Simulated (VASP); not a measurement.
# TiO2 (R-3m) in VASP: further runs

Runs on TiO2. Level: PBE. Tasks: single point.

All numbers are computed with VASP 6.6.1; they aren't measurements. Logs are shortened: lines on timing, memory, paths and dates and some standing lists are left out, and cuts for length are marked.

## 1. The cell of the first run

Symmetry: R-3m, No. 166, trigonal system. Conventional cell: a = 2.995 Å, b = 2.995 Å, c = 20.945 Å, α = 90.00°, β = 90.00°, γ = 120.00°. Ti (site symmetry -3m) has 6 O at 1.98 Å within 2.6 Å. O (site symmetry 3m) has 3 Ti at 1.98 Å and 3 O at 2.60 Å within 2.6 Å.

## 2. Single point, PBE

Contents of INCAR:

```
PREC = Accurate
ENCUT = 600
EDIFF = 1E-6
ISMEAR = 1
SIGMA = 0.1
LREAL = False
LASPH = True
NELM = 120
ALGO = Normal
ISIF = 2
LWAVE = False
LCHARG = False
GGA = PE
NBANDS = 19
GGA_COMPAT = False
```

Contents of KPOINTS:

```
Automatic mesh
0
Gamma
  3 3 3
```

Contents of POSCAR:

```
TiO2
1.0
    1.4973312015      0.8644845722      6.9815443949
   -1.4973312015      0.8644845722      6.9815443949
    0.0000000000     -1.7289691445      6.9815443949
Ti O
1 2
Direct
    0.0000000000      0.0000000000      0.0000000000
    0.6204670000      0.6204670000      0.6204670000
    0.3795330000      0.3795330000      0.3795330000
```

Potentials or basis: VASP PAW PBE potentials, release 64 (Ti_sv, O).

Launch:

```sh
$ cat potpaw_PBE.64/Ti_sv/POTCAR potpaw_PBE.64/O/POTCAR > POTCAR
$ mpirun -np 1 vasp_std > vasp.out
```

OUTCAR:

```text
PREC = Accurate
   ENCUT = 600
   EDIFF = 1E-6
   ISMEAR = 1
   LREAL = False
   LASPH = True
   NELM = 120
   ISIF = 2
   GGA = PE

 ion  position               nearest neighbor table
   1  0.000  0.000  0.000-   2 1.98   3 1.98   2 1.98   2 1.98   3 1.98   3 1.98
   2  0.620  0.620  0.620-   1 1.98   1 1.98   1 1.98
   3  0.380  0.380  0.380-   1 1.98   1 1.98   1 1.98

  LATTYP: Found a trigonal (rhomboedric) cell.
 ALAT       =     7.1924471802
 COS(alpha) =     0.9133213014

  Lattice vectors:

 A1 = (   1.4973312015,   0.8644845722,   6.9815443949)
 A2 = (  -1.4973312015,   0.8644845722,   6.9815443949)
 A3 = (   0.0000000000,  -1.7289691445,   6.9815443949)

Analysis of symmetry for initial positions (statically):
=====================================================================
 Subroutine PRICEL returns:
 Original cell was already a primitive cell.

 Routine SETGRP: Setting up the symmetry group for a
 trigonal (rhombohedral) supercell.

 Subroutine GETGRP returns: Found 12 space group operations
 (whereof 12 operations were pure point group operations)
 out of a pool of 12 trial point group operations.

The static configuration has the point symmetry D_3d.

Analysis of symmetry for dynamics (positions and initial velocities):
=====================================================================
 Subroutine PRICEL returns:
 Original cell was already a primitive cell.

 Routine SETGRP: Setting up the symmetry group for a
 trigonal (rhombohedral) supercell.

 Subroutine GETGRP returns: Found 12 space group operations
 (whereof 12 operations were pure point group operations)
 out of a pool of 12 trial point group operations.

The dynamic configuration has the point symmetry D_3d.

 Subroutine INISYM returns: Found 12 space group operations
 (whereof 12 operations are pure point group operations),
 and found     1 'primitive' translations

----------------------------------------------------------------------------------------

                                     Primitive cell

  volume of cell :      54.2223

  direct lattice vectors                    reciprocal lattice vectors
     1.497331201  0.864484572  6.981544395     0.333927457  0.192793107  0.047744928
    -1.497331201  0.864484572  6.981544395    -0.333927457  0.192793107  0.047744928
     0.000000000 -1.728969144  6.981544395     0.000000000 -0.385586214  0.047744928

  length of vectors
     7.192447180  7.192447180  7.192447180     0.388530960  0.388530960  0.388530960

  position of ions in fractional coordinates (direct lattice)
     0.000000000  0.000000000  0.000000000
     0.620467000  0.620467000  0.620467000
     0.379533000  0.379533000  0.379533000

  ion indices of the primitive-cell ions
   primitive index   ion index
                 1           1
                 2           2
                 3           3

----------------------------------------------------------------------------------------

 KPOINTS: Automatic mesh

Automatic generation of k-mesh.
 Grid dimensions read from file:
 generate k-points for:    3    3    3

 Generating k-lattice:

  Cartesian coordinates                     Fractional coordinates (reciprocal lattice)
     0.111309152  0.064264369  0.015914976     0.333333333 -0.000000000  0.000000000
    -0.111309152  0.064264369  0.015914976    -0.000000000  0.333333333  0.000000000
     0.000000000 -0.128528738  0.015914976     0.000000000  0.000000000  0.333333333

  Length of vectors
     0.129510320  0.129510320  0.129510320

  Shift w.r.t. Gamma in fractional coordinates (k-lattice)
     0.000000000  0.000000000  0.000000000

 Subroutine IBZKPT returns following result:
 ===========================================

 Found      6 irreducible k-points:

 Following reciprocal coordinates:
            Coordinates               Weight
  0.000000  0.000000  0.000000      1.000000
  0.333333  0.000000  0.000000      6.000000
  0.333333  0.333333  0.000000      6.000000
 -0.333333  0.333333  0.000000      6.000000
  0.333333  0.333333  0.333333      2.000000
 -0.333333  0.333333  0.333333      6.000000
   k-points           NKPTS =      6   k-points in BZ     NKDIM =      6   number of bands    NBANDS=     19
   number of dos      NEDOS =    301   number of ions     NIONS =      3
   total plane-waves  NPLWV = 216000
   dimension x,y,z NGX =    60 NGY =   60 NGZ =   60
   dimension x,y,z NGXF=   120 NGYF=  120 NGZF=  120
   ions per type =               1   2
   NGX,Y,Z   is equivalent  to a cutoff of  13.87, 13.87, 13.87 a.u.
   NGXF,Y,Z  is equivalent  to a cutoff of  27.74, 27.74, 27.74 a.u.
 SYSTEM =  unknown system
   PREC   = accura    normal or accurate (medium, high low for compatibility)
   ISTART =      0    job   : 0-new  1-cont  2-samecut
   ICHARG =      2    charge: 1-file 2-atom 10-const
   ISPIN  =      1    spin polarized calculation?
   LNONCOLLINEAR =      F non collinear calculations
   LSORBIT =      F    spin-orbit coupling
   LASPH  =      T    aspherical Exc in radial PAW
   ENCUT  =  600.0 eV  44.10 Ry    6.64 a.u.  14.37 14.37 14.37*2*pi/ulx,y,z
   NELM   =    120;   NELMIN=  2; NELMDL= -5     # of ELM steps
   EDIFF  = 0.1E-05   stopping-criterion for ELM
   LREAL  =      F    real-space projection
   EDIFFG = 0.1E-04   stopping-criterion for IOM
   NSW    =      0    number of steps for IOM
   IBRION =     -1    ionic relax: 0-MD 1-quasi-New 2-CG
   NFREE  =      0    steps in history (QN), initial steepest desc. (CG)
   ISIF   =      2    stress and relaxation
   ISYM   =      2    0-nonsym 1-usesym 2-fastsym
   POTIM  = 0.5000    time-step for ionic-motion
   TEBEG  =    0.0;   TEEND  =   0.0 temperature during run
   PSTRESS=    0.0 pullay stress
   NELECT =      24.0000    total number of electrons
   NUPDOWN=      -1.0000    fix difference up-down
   EMIN   =  10.00;   EMAX   =-10.00  energy-range for DOS
   EFERMI =   0.00;   METHOD = LEGACY
   ISMEAR =     1;   SIGMA  =   0.10  broadening in eV -4-tet -1-fermi 0-gaus
   EFERMI_NEDOS =   21; number of points for ismear=-14 and -15
   IALGO  =     38    algorithm
   IMIX   =      4    mixing-type and parameters
     AMIX     =   0.40;   BMIX     =  1.00
     AMIX_MAG =   1.60;   BMIX_MAG =  1.00
  volume/ion in A,a.u.               =      18.07       121.97
  Fermi-wavevector in a.u.,A,eV,Ry     =   1.247630  2.357680 21.178579  1.556582
  Thomas-Fermi vector in A             =   2.381754
   LORBIT       =      0    0 simple, 1 ext, 2 COOP (PROOUT), +10 PAW based schemes
   GGA     = PE    functional components
   LHFCALC =     F    Hartree Fock is set to
   AEXX    =    0.0000 exact exchange contribution
   IVDW    =     0    specifies the selected vdW correction
   LEPSILON=     F    determine dielectric tensor
   LRPA    =     F    only Hartree local field effects (RPA)
 non-spin polarized calculation
 Methfessel and Paxton  Order N= 1 SIGMA  =   0.10
  energy-cutoff  :      600.00
  volume of cell :       54.22
 maximum number of plane-waves:      1822
 NGX is ok and might be reduce to    60
   NGX = 29   NGY = 29   NGZ = 29

 number of electron      23.9999998 magnetization

 Free energy of the ion-electron system (eV)
  ---------------------------------------------------
  ext. energy  EPLUGINS =         0.00000000
  ---------------------------------------------------
  free energy    TOTEN  =       -26.43018382 eV

  energy without entropy =      -26.43553763  energy(sigma->0) =      -26.43196843

 E-fermi :  -1.1968     XC(G=0):  -7.6877

 val. band max:       -1.2671275557   @ k =   0.3333   0.3333   0.3333
 cond. band min:       1.5383801739   @ k =   0.0000   0.0000   0.0000
 fundamental gap:      2.8055077296
 Fermi energy:        -1.1968165614

 k-point     1 :       0.0000    0.0000    0.0000
  band No.  band energies     occupation
      1     -57.5240      2.00000
      2     -33.7984      2.00000
      3     -33.4980      2.00000
      4     -33.4980      2.00000
      5     -18.4812      2.00000
      6     -16.7331      2.00000
      7      -4.7164      2.00000
      8      -4.6919      2.00000
      9      -4.6919      2.00000
     10      -1.6965      2.00000
     11      -1.2673      1.92314
     12      -1.2673      1.92314
     13       1.5384      0.00000
     14       1.5384      0.00000
     15       3.2173      0.00000
     16       5.6992      0.00000
     17       5.6992      0.00000
     18       5.8840      0.00000
     19       9.2090      0.00000

 k-point     2 :       0.3333    0.0000    0.0000
  band No.  band energies     occupation
      1     -57.4726      2.00000
      2     -33.9257      2.00000
      3     -33.7032      2.00000
      4     -33.5799      2.00000
      5     -17.6008      2.00000
      6     -17.0799      2.00000
      7      -5.0116      2.00000
      8      -4.0269      2.00000
      9      -3.9754      2.00000
     10      -3.0838      2.00000
     11      -2.2704      2.00000
     12      -1.2860      2.01994
     13       1.9558      0.00000
     14       2.5516      0.00000
     15       2.7643      0.00000
     16       4.8095      0.00000
     17       5.4855      0.00000
     18       8.4755      0.00000
     19      11.3940      0.00000

 k-point     3 :       0.3333    0.3333    0.0000
  band No.  band energies     occupation
      1     -57.4726      2.00000
      2     -33.9257      2.00000
      3     -33.7032      2.00000
      4     -33.5799      2.00000
      5     -17.6009      2.00000
      6     -17.0797      2.00000
      7      -5.0137      2.00000
      8      -4.0266      2.00000
      9      -3.9752      2.00000
     10      -3.0804      2.00000
     11      -2.2706      2.00000
     12      -1.2845      2.01435
     13       1.9545      0.00000
     14       2.5515      0.00000
     15       2.7680      0.00000
     16       4.7604      0.00000
     17       5.4859      0.00000
     18       8.7720      0.00000
     19      10.6036      0.00000

 k-point     4 :      -0.3333    0.3333    0.0000
  band No.  band energies     occupation
      1     -57.4468      2.00000
      2     -33.8779      2.00000
      3     -33.8779      2.00000
      4     -33.6588      2.00000
      5     -17.1858      2.00000
      6     -17.1856      2.00000
      7      -4.5546      2.00000
      8      -4.5542      2.00000
      9      -3.8514      2.00000
     10      -2.5118      2.00000
     11      -2.5035      2.00000
     12      -2.1584      2.00000
     13       1.7331      0.00000
     14       2.8137      0.00000
     15       2.8173      0.00000
     16       5.0790      0.00000
     17       5.0823      0.00000
     18      12.2407      0.00000
     19      12.5673      0.00000

 k-point     5 :       0.3333    0.3333    0.3333
  band No.  band energies     occupation
      1     -57.5240      2.00000
      2     -33.7984      2.00000
      3     -33.4980      2.00000
      4     -33.4980      2.00000
      5     -18.4808      2.00000
      6     -16.7338      2.00000
      7      -4.6985      2.00000
      8      -4.6919      2.00000
      9      -4.6919      2.00000
     10      -1.7446      2.00000
     11      -1.2671      1.92191
     12      -1.2671      1.92191
     13       1.5384      0.00000
     14       1.5384      0.00000
     15       3.2290      0.00000
     16       5.6990      0.00000
     17       5.6990      0.00000
     18       6.3428      0.00000
     19       8.0474      0.00000

 k-point     6 :      -0.3333    0.3333    0.3333
  band No.  band energies     occupation
      1     -57.4726      2.00000
      2     -33.9257      2.00000
      3     -33.7032      2.00000
      4     -33.5799      2.00000
      5     -17.6006      2.00000
      6     -17.0800      2.00000
      7      -5.0151      2.00000
      8      -4.0284      2.00000
      9      -3.9754      2.00000
     10      -3.0686      2.00000
     11      -2.2703      2.00000
     12      -1.2938      2.04339
     13       1.9517      0.00000
     14       2.5515      0.00000
     15       2.7650      0.00000
     16       4.7762      0.00000
     17       5.4854      0.00000
     18       8.6418      0.00000
     19      10.7098      0.00000

------------------------ aborting loop because EDIFF is reached ----------------------------------------

  FORCE on cell =-STRESS in cart. coord.  units (eV):
  Direction    XX          YY          ZZ          XY          YZ          ZX
  --------------------------------------------------------------------------------------
  -------------------------------------------------------------------------------------
  Total       -0.0525954     -0.0525954     -0.1945224      0.0000000      0.0000000      0.0000000
  in kB       -1.5541067     -1.5541067     -5.7478091      0.0000000      0.0000000      0.0000000
  external PRESSURE =      -2.9520075 kB  Pullay stress =       0.0000000 kB

 VOLUME and BASIS-vectors are now :
 -----------------------------------------------------------------------------
  energy-cutoff  :      600.00
  volume of cell :       54.22
      direct lattice vectors                 reciprocal lattice vectors
     1.497331201  0.864484572  6.981544395     0.333927457  0.192793107  0.047744928
    -1.497331201  0.864484572  6.981544395    -0.333927457  0.192793107  0.047744928
     0.000000000 -1.728969144  6.981544395     0.000000000 -0.385586214  0.047744928

 POSITION                                       TOTAL-FORCE (eV/Angst)
 -----------------------------------------------------------------------------------
      0.00000      0.00000      0.00000         0.000000     -0.000000      0.000000
      0.00000     -0.00000     12.99545         0.000000     -0.000000      0.058210
      0.00000     -0.00000      7.94918         0.000000      0.000000     -0.058210
 -----------------------------------------------------------------------------------
    total drift:                                0.000000     -0.000000      0.000000

  FREE ENERGIE OF THE ION-ELECTRON SYSTEM (eV)
  ---------------------------------------------------
  free  energy   TOTEN  =       -26.4301838216 eV

  energy  without entropy=      -26.4355376322  energy(sigma->0) =      -26.43196843
```

Wall time 36 s (1 thread of AMD EPYC 9R45 (Zen 5), shared host); peak memory 0.42 GiB.

What came out:

```yaml
Free_energy: -26.4302 eV
Pressure: -0.3 GPa
Largest_force: 0.058 eV/Å
Band_gap_on_the_k_mesh: 2.81 eV, direct
```

Forces in eV/Å, atoms in the order of the input:
```
Ti   0.000  0.000  0.000
O    0.000  0.000  0.058
O    0.000  0.000 -0.058
```

Stress tensor (GPa, compression positive):
```
-0.16  0.00  0.00
 0.00 -0.16  0.00
 0.00  0.00 -0.57
```

Caveat: the k points lie up to 0.81 Å⁻¹ apart.

## 3. Single point, PBE

Contents of INCAR:

```
SYSTEM = TiO2
  PREC = Accurate
  ENCUT = 600
  EDIFF = 1E-6
  ISMEAR = 0
  SIGMA = 0.1
  LREAL = .False.
  LASPH = .True.
  NELM = 120
  ALGO = Normal
  ISIF = 2
  LWAVE = .False.
  LCHARG = .False.
  GGA = PE
  NBANDS = 19
  GGA_COMPAT = .False.
```

Contents of KPOINTS:

```
regular mesh
0
Gamma
  3 3 3
  0 0 0
```

POSCAR is that of step 2.

Potentials or basis: VASP PAW PBE potentials, release 64 (Ti_sv, O).

Launch:

```sh
$ cat potpaw_PBE.64/Ti_sv/POTCAR potpaw_PBE.64/O/POTCAR > POTCAR
$ mpirun -np 1 vasp_std > vasp.out
```

It took 36 s on 1 thread of AMD EPYC 9R45 (Zen 5), shared host; peak memory 0.42 GiB.

Results (log left out):

```yaml
Free_energy: -26.4351 eV
Pressure: -0.3 GPa
Largest_force: 0.072 eV/Å
Band_gap_on_the_k_mesh: 2.80 eV, direct
```

Forces on the atoms (eV/Å):
```
Ti   0.000  0.000  0.000
O    0.000  0.000  0.072
O    0.000  0.000 -0.072
```

Stress tensor (GPa, compression positive):
```
-0.08  0.00  0.00
 0.00 -0.08  0.00
 0.00  0.00 -0.66
```

Levels at points of the mesh, in eV from the valence-band top:
| k point | band 8 | band 9 | band 10 | band 11 | band 12 | band 13 | band 14 | band 15 | band 16 | band 17 |
| --- | --- | --- | --- | --- | --- | --- | --- | --- | --- | --- |
| (0.00, 0.00, 0.00) | -3.43 | -3.43 | -0.44 | 0.00 | 0.00 | 2.80 | 2.80 | 4.48 | 6.96 | 6.96 |

Caveat: the k points lie up to 0.81 Å⁻¹ apart.

## 4. Single point, PBE

Contents of INCAR:

```
SYSTEM = TiO2
ALGO = Normal ; EDIFF = 1E-6
ENCUT = 600 ; GGA = PE
GGA_COMPAT = .False. ; ISIF = 2
ISMEAR = 0 ; ISYM = 0
LASPH = .True. ; LCHARG = .False.
LREAL = .False. ; LWAVE = .False.
NBANDS = 19 ; NELM = 120
PREC = Accurate ; SIGMA = 0.1
```

Contents of KPOINTS:

```
k-points
0
Gamma
  2 7 1
  0 0 0
```

POSCAR is that of step 3.

Launch:

```sh
$ cat potpaw_PBE.64/Ti_sv/POTCAR potpaw_PBE.64/O/POTCAR > POTCAR
$ mpirun -np 1 vasp_std > vasp.out
```

Wall time 45 s (1 thread of AMD EPYC 9R45 (Zen 5), shared host); peak memory 0.41 GiB.

Results (log left out):

```
Free energy            : -26.3436 eV
Pressure               : 0.0 GPa
Largest force          : 0.242 eV/Å
Band gap on the k mesh : 2.63 eV, indirect (least direct gap 2.74 eV)
```

Forces in eV/Å, atoms in the order of the input:
```
Ti   0.000  0.000  0.000
O    0.211 -0.115  0.030
O   -0.211  0.115 -0.030
```

Stress tensor (GPa, compression positive):
```
 0.01  0.31 -1.19
 0.31  0.37  0.74
-1.19  0.74 -0.25
```

Levels at points of the mesh, in eV from the valence-band top:
```tsv
k point	band 8	band 9	band 10	band 11	band 12	band 13	band 14	band 15	band 16	band 17
(0.00, 0.00, 0.00)	-3.56	-3.56	-0.54	-0.12	-0.11	2.63	2.64	4.33	6.81	6.81
(0.50, 0.00, 0.00)	-2.72	-2.48	-1.62	-1.14	-0.58	2.89	3.66	3.74	6.23	6.69
```

Caveat: the k points lie up to 2.44 Å⁻¹ apart. Expect the measured gap to be larger: semilocal functionals such as PBE lack the derivative discontinuity.

## 5. Summary

| k mesh | smearing | gap on the mesh (eV) | pressure (GPa) | largest force (eV/Å) |
| --- | --- | --- | --- | --- |
| 3 × 3 × 3 | methfessel-paxton 0.1 eV | 2.81 | -0.3 | 0.06 |
| 3 × 3 × 3 | gaussian 0.1 eV | 2.80 | -0.3 | 0.07 |
| 2 × 7 × 1 | gaussian 0.1 eV | 2.63 | 0.0 | 0.24 |

Alike in all rows: task single point; level PBE; potentials or basis VASP PAW PBE potentials, release 64 (Ti_sv, O); no spin polarisation; cell as given; cutoff (eV) 600.

Caveats: all runs use coarse meshes.

Absolute energies hang on the potentials; compare differences alone.
